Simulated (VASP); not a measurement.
# SiO2 (pbe) (P4_2/mnm) in VASP: notebook

SiO2 (pbe) is run at these levels: PBE; tasks: single point, relaxation of cell and atoms.

Everything below comes from runs of VASP 6.6.1. Logs are shortened: lines on timing, memory, paths and dates and some standing lists are left out, and cuts for length are marked.

**1. The cell of the first run**

It takes space group P4_2/mnm (No. 136, tetragonal). Conventional cell: a = 4.236 Å, b = 4.236 Å, c = 2.690 Å, α = 90.00°, β = 90.00°, γ = 90.00°. Si (site symmetry mmm) has 6 O at 1.77 to 1.84 Å within 2.4 Å. Within 2.4 Å of O (site symmetry m2m) lie 3 Si at 1.77 to 1.84 Å and 1 O at 2.31 Å.

**2. Single point, PBE**

The input, INCAR:

```
SYSTEM = SiO2
PREC = Accurate
ENCUT = 520
EDIFF = 1E-6
ISMEAR = 0
SIGMA = 0.02
LREAL = .False.
LASPH = .True.
NELM = 80
ALGO = Normal
ISIF = 2
LWAVE = .False.
LCHARG = .True.
GGA = PE
LELF = .True.
LVHAR = .True.
NBANDS = 25
```

The input, KPOINTS:

```
regular mesh
0
Gamma
  6 6 8
  0 0 0
```

The input, POSCAR:

```
SiO2
1.0
    4.2357810012      0.0000000000      0.0000000000
    0.0000000000      4.2357810012      0.0000000000
    0.0000000000      0.0000000000      2.6899457488
Si O
2 4
Direct
    0.0000000000      0.0000000000      0.0000000000
    0.5000000000      0.5000000000      0.5000000000
    0.3069823977      0.3069823977      0.0000000000
    0.1930176023      0.8069823977      0.5000000000
    0.6930176023      0.6930176023      0.0000000000
    0.8069823977      0.1930176023      0.5000000000
```

Potentials or basis: VASP PAW PBE potentials, release 64 (Si, O).

On the command line:

```console
> cat potpaw_PBE.64/Si/POTCAR potpaw_PBE.64/O/POTCAR > POTCAR
> mpirun -np 1 vasp_std > vasp.out
```

OUTCAR:

```text
SYSTEM = SiO2
   PREC = Accurate
   ENCUT = 520
   EDIFF = 1E-6
   ISMEAR = 0
   LREAL = .False.
   LASPH = .True.
   NELM = 80
   ISIF = 2
   GGA = PE

 ion  position               nearest neighbor table
   1  0.000  0.000  0.000-   4 1.77   6 1.77   4 1.77   6 1.77   5 1.84   3 1.84
   2  0.500  0.500  0.500-   3 1.77   5 1.77   3 1.77   5 1.77   4 1.84   6 1.84
   3  0.307  0.307  0.000-   2 1.77   2 1.77   1 1.84
   4  0.193  0.807  0.500-   1 1.77   1 1.77   2 1.84
   5  0.693  0.693  0.000-   2 1.77   2 1.77   1 1.84
   6  0.807  0.193  0.500-   1 1.77   1 1.77   2 1.84

  LATTYP: Found a simple tetragonal cell.
 ALAT       =     4.2357810012
 C/A-ratio  =     0.6350530748

  Lattice vectors:

 A1 = (   4.2357810012,   0.0000000000,   0.0000000000)
 A2 = (   0.0000000000,   4.2357810012,   0.0000000000)
 A3 = (   0.0000000000,   0.0000000000,   2.6899457488)

Analysis of symmetry for initial positions (statically):
=====================================================================
 Subroutine PRICEL returns:
 Original cell was already a primitive cell.

 Routine SETGRP: Setting up the symmetry group for a
 simple tetragonal supercell.

 Subroutine GETGRP returns: Found 16 space group operations
 (whereof  8 operations were pure point group operations)
 out of a pool of 16 trial point group operations.

The static configuration has the point symmetry D_2h.
 The point group associated with its full space group is D_4h.

Analysis of symmetry for dynamics (positions and initial velocities):
=====================================================================
 Subroutine PRICEL returns:
 Original cell was already a primitive cell.

 Routine SETGRP: Setting up the symmetry group for a
 simple tetragonal supercell.

 Subroutine GETGRP returns: Found 16 space group operations
 (whereof  8 operations were pure point group operations)
 out of a pool of 16 trial point group operations.

The dynamic configuration has the point symmetry D_2h.
 The point group associated with its full space group is D_4h.

 Subroutine INISYM returns: Found 16 space group operations
 (whereof  8 operations are pure point group operations),
 and found     1 'primitive' translations

----------------------------------------------------------------------------------------

                                     Primitive cell

  volume of cell :      48.2626

  direct lattice vectors                    reciprocal lattice vectors
     4.235781001  0.000000000  0.000000000     0.236083971  0.000000000  0.000000000
     0.000000000  4.235781001  0.000000000     0.000000000  0.236083971  0.000000000
     0.000000000  0.000000000  2.689945749     0.000000000  0.000000000  0.371754709

  length of vectors
     4.235781001  4.235781001  2.689945749     0.236083971  0.236083971  0.371754709

  position of ions in fractional coordinates (direct lattice)
     0.000000000  0.000000000  0.000000000
     0.500000000  0.500000000  0.500000000
     0.306982398  0.306982398  0.000000000
     0.193017602  0.806982398  0.500000000
     0.693017602  0.693017602  0.000000000
     0.806982398  0.193017602  0.500000000

  ion indices of the primitive-cell ions
   primitive index   ion index
                 1           1
                 2           2
                 3           3
                 4           4
                 5           5
                 6           6

----------------------------------------------------------------------------------------

 KPOINTS: regular mesh

Automatic generation of k-mesh.
 Grid dimensions read from file:
 generate k-points for:    6    6    8

 Generating k-lattice:

  Cartesian coordinates                     Fractional coordinates (reciprocal lattice)
     0.039347329  0.000000000  0.000000000     0.166666667  0.000000000  0.000000000
     0.000000000  0.039347329  0.000000000     0.000000000  0.166666667  0.000000000
     0.000000000  0.000000000  0.046469339     0.000000000  0.000000000  0.125000000

  Length of vectors
     0.039347329  0.039347329  0.046469339

  Shift w.r.t. Gamma in fractional coordinates (k-lattice)
     0.000000000  0.000000000  0.000000000

 Subroutine IBZKPT returns following result:
 ===========================================

 Found     50 irreducible k-points:

 Following reciprocal coordinates:
            Coordinates               Weight
  0.000000  0.000000  0.000000      1.000000
  0.166667  0.000000  0.000000      4.000000
  0.333333  0.000000  0.000000      4.000000
  0.500000  0.000000  0.000000      2.000000
  0.166667  0.166667  0.000000      4.000000
  0.333333  0.166667  0.000000      8.000000
[... 16 lines left out ...]
  0.333333  0.000000  0.250000      8.000000
  0.500000  0.000000  0.250000      4.000000
 [... further k-points ...]
   k-points           NKPTS =     50   k-points in BZ     NKDIM =     50   number of bands    NBANDS=     25
   number of dos      NEDOS =    301   number of ions     NIONS =      6
   total plane-waves  NPLWV =  20480
   dimension x,y,z NGX =    32 NGY =   32 NGZ =   20
   dimension x,y,z NGXF=    64 NGYF=   64 NGZF=   40
   ions per type =               2   4
   NGX,Y,Z   is equivalent  to a cutoff of  12.56, 12.56, 12.36 a.u.
   NGXF,Y,Z  is equivalent  to a cutoff of  25.12, 25.12, 24.72 a.u.
 SYSTEM =  SiO2
   PREC   = accura    normal or accurate (medium, high low for compatibility)
   ISTART =      0    job   : 0-new  1-cont  2-samecut
   ICHARG =      2    charge: 1-file 2-atom 10-const
   ISPIN  =      1    spin polarized calculation?
   LNONCOLLINEAR =      F non collinear calculations
   LSORBIT =      F    spin-orbit coupling
   LASPH  =      T    aspherical Exc in radial PAW
   ENCUT  =  520.0 eV  38.22 Ry    6.18 a.u.   7.88  7.88  5.00*2*pi/ulx,y,z
   NELM   =     80;   NELMIN=  2; NELMDL= -5     # of ELM steps
   EDIFF  = 0.1E-05   stopping-criterion for ELM
   LREAL  =      F    real-space projection
   EDIFFG = 0.1E-04   stopping-criterion for IOM
   NSW    =      0    number of steps for IOM
   IBRION =     -1    ionic relax: 0-MD 1-quasi-New 2-CG
   NFREE  =      0    steps in history (QN), initial steepest desc. (CG)
   ISIF   =      2    stress and relaxation
   ISYM   =      2    0-nonsym 1-usesym 2-fastsym
   POTIM  = 0.5000    time-step for ionic-motion
   TEBEG  =    0.0;   TEEND  =   0.0 temperature during run
   PSTRESS=    0.0 pullay stress
   NELECT =      32.0000    total number of electrons
   NUPDOWN=      -1.0000    fix difference up-down
   EMIN   =  10.00;   EMAX   =-10.00  energy-range for DOS
   EFERMI =   0.00;   METHOD = LEGACY
   ISMEAR =     0;   SIGMA  =   0.02  broadening in eV -4-tet -1-fermi 0-gaus
   EFERMI_NEDOS =   21; number of points for ismear=-14 and -15
   IALGO  =     38    algorithm
   IMIX   =      4    mixing-type and parameters
     AMIX     =   0.40;   BMIX     =  1.00
     AMIX_MAG =   1.60;   BMIX_MAG =  1.00
  volume/ion in A,a.u.               =       8.04        54.28
  Fermi-wavevector in a.u.,A,eV,Ry     =   1.427539  2.697658 27.726872  2.037868
  Thomas-Fermi vector in A             =   2.547698
   LORBIT       =      0    0 simple, 1 ext, 2 COOP (PROOUT), +10 PAW based schemes
   GGA     = PE    functional components
   LHFCALC =     F    Hartree Fock is set to
   AEXX    =    0.0000 exact exchange contribution
   IVDW    =     0    specifies the selected vdW correction
   LEPSILON=     F    determine dielectric tensor
   LRPA    =     F    only Hartree local field effects (RPA)
 non-spin polarized calculation
 Gauss-broadening in eV      SIGMA  =   0.02
  energy-cutoff  :      520.00
  volume of cell :       48.26
 maximum number of plane-waves:      1336
 NGX is ok and might be reduce to    32
   NGX = 15   NGY = 15   NGZ = 11

 number of electron      31.9999991 magnetization

 Free energy of the ion-electron system (eV)
  ---------------------------------------------------
  ext. energy  EPLUGINS =         0.00000000
  ---------------------------------------------------
  free energy    TOTEN  =       -46.31679062 eV

  energy without entropy =      -46.31679062  energy(sigma->0) =      -46.31679062

 E-fermi :   7.8942     XC(G=0): -12.0816

 val. band max:        7.7358550346   @ k =   0.0000   0.0000   0.0000
 cond. band min:      12.7671776061   @ k =   0.0000   0.0000   0.0000
 fundamental gap:      5.0313225715
 Fermi energy:         7.8941880761

 k-point     1 :       0.0000    0.0000    0.0000
  band No.  band energies     occupation
      1     -14.4788      2.00000
      2     -11.0169      2.00000
      3     -11.0169      2.00000
      4     -10.8599      2.00000
      5      -2.8721      2.00000
      6       1.5007      2.00000
[... 17 lines left out ...]
     24      21.4292      0.00000
     25      23.0874      0.00000

 k-point     2 :       0.1667    0.0000    0.0000
  band No.  band energies     occupation
      1     -14.3405      2.00000
      2     -11.6651      2.00000
      3     -10.9491      2.00000
      4     -10.4976      2.00000
      5      -2.6778      2.00000
      6       0.7646      2.00000
[... 17 lines left out ...]
     24      20.9290      0.00000
     25      22.9585      0.00000

 k-point     3 :       0.3333    0.0000    0.0000
  band No.  band energies     occupation
      1     -13.9360      2.00000
      2     -12.5050      2.00000
      3     -10.7676      2.00000
      4     -10.4023      2.00000
      5      -2.1425      2.00000
      6      -0.3401      2.00000
[... 552 lines left out ...]
 k-point    23 :       0.3333    0.0000    0.2500
  band No.  band energies     occupation
      1     -13.2144      2.00000
      2     -11.9770      2.00000
      3     -10.5097      2.00000
      4     -10.3427      2.00000
      5      -1.6869      2.00000
      6       0.1324      2.00000
[... 17 lines left out ...]
     24      20.4507      0.00000
     25      21.3720      0.00000

 k-point    24 :       0.5000    0.0000    0.2500
  band No.  band energies     occupation
      1     -12.6544      2.00000
      2     -12.6544      2.00000
      3     -10.3943      2.00000
      4     -10.3943      2.00000
      5      -0.7648      2.00000
      6      -0.7648      2.00000
[... 17 lines left out ...]
     24      20.5084      0.00000
     25      21.2841      0.00000

 [... further k-points ...]

------------------------ aborting loop because EDIFF is reached ----------------------------------------

  FORCE on cell =-STRESS in cart. coord.  units (eV):
  Direction    XX          YY          ZZ          XY          YZ          ZX
  --------------------------------------------------------------------------------------
  -------------------------------------------------------------------------------------
  Total        0.0026150      0.0026150      0.2169477      0.0000000      0.0000000      0.0000000
  in kB        0.0868117      0.0868117      7.2020316      0.0000000      0.0000000      0.0000000
  external PRESSURE =       2.4585517 kB  Pullay stress =       0.0000000 kB

 VOLUME and BASIS-vectors are now :
 -----------------------------------------------------------------------------
  energy-cutoff  :      520.00
  volume of cell :       48.26
      direct lattice vectors                 reciprocal lattice vectors
     4.235781001  0.000000000  0.000000000     0.236083971  0.000000000  0.000000000
     0.000000000  4.235781001  0.000000000     0.000000000  0.236083971  0.000000000
     0.000000000  0.000000000  2.689945749     0.000000000  0.000000000  0.371754709

 POSITION                                       TOTAL-FORCE (eV/Angst)
 -----------------------------------------------------------------------------------
      0.00000      0.00000      0.00000         0.000000      0.000000      0.000000
      2.11789      2.11789      1.34497         0.000000      0.000000      0.000000
      1.30031      1.30031      0.00000        -0.013935     -0.013935     -0.000000
      0.81758      3.41820      1.34497         0.013935     -0.013935      0.000000
      2.93547      2.93547      0.00000         0.013935      0.013935      0.000000
      3.41820      0.81758      1.34497        -0.013935      0.013935      0.000000
 -----------------------------------------------------------------------------------
    total drift:                                0.000000     -0.000000     -0.000000

  FREE ENERGIE OF THE ION-ELECTRON SYSTEM (eV)
  ---------------------------------------------------
  free  energy   TOTEN  =       -46.3167906198 eV

  energy  without entropy=      -46.3167906198  energy(sigma->0) =      -46.31679062
```

Wall time 17 s (1 thread of Intel Xeon 6975P-C (Granite Rapids), shared host); peak memory 0.18 GiB.

What came out:

| Item | Value |
| --- | --- |
| Free energy | -46.3168 eV |
| Pressure | 0.2 GPa |
| Largest force | 0.020 eV/Å |
| Band gap on the k mesh | 5.03 eV, direct |

Forces on the atoms (eV/Å):
```
Si   0.000  0.000  0.000
Si   0.000  0.000  0.000
O   -0.014 -0.014  0.000
O    0.014 -0.014  0.000
O    0.014  0.014  0.000
O   -0.014  0.014  0.000
```

A k mesh can miss the band edges. A hybrid or GW would open this gap; PBE tends to underestimate it.

(Part 1 of 3 ends here.)
